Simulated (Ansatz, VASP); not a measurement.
# Pt in VASP and in Ansatz

```
Pt
1.0
    -1.55706    1.55706    1.55706
     1.55706   -1.55706    1.55706
     1.55706    1.55706   -1.55706
Pt
1
Direct
  0.00000 0.00000 0.00000
```

Alike in both runs: task relaxation of cell and atoms; functional PBE; k mesh 8 × 8 × 8; occupations gaussian, width 0.1 eV; no spin polarisation.

```csv
,VASP,Ansatz
version,VASP 6.6.1,Ansatz 0.2.0
potentials or method,"VASP PAW PBE potentials, release 64 (Pt), cutoff 500 eV","scalar-relativistic, plane waves, PAW"
valence electrons in the cell,10,18
```

```tsv
	VASP	Ansatz	Ansatz less VASP
gap on the k mesh at the Fermi level, each at its own relaxed structure (eV)	none	none	-
relaxed volume (Å³/atom)	15.91	15.94	+0.027
relaxed cell length with the largest relative difference (Å)	2.744	2.746	+0.0015
```

A gap of «none» marks a metal or a gap that the smearing closes. VASP's potentials hold 10 valence electrons a cell and Ansatz's 18, so a difference there can come from the potentials and not from the codes.

Neither program's run includes spin-orbit coupling.
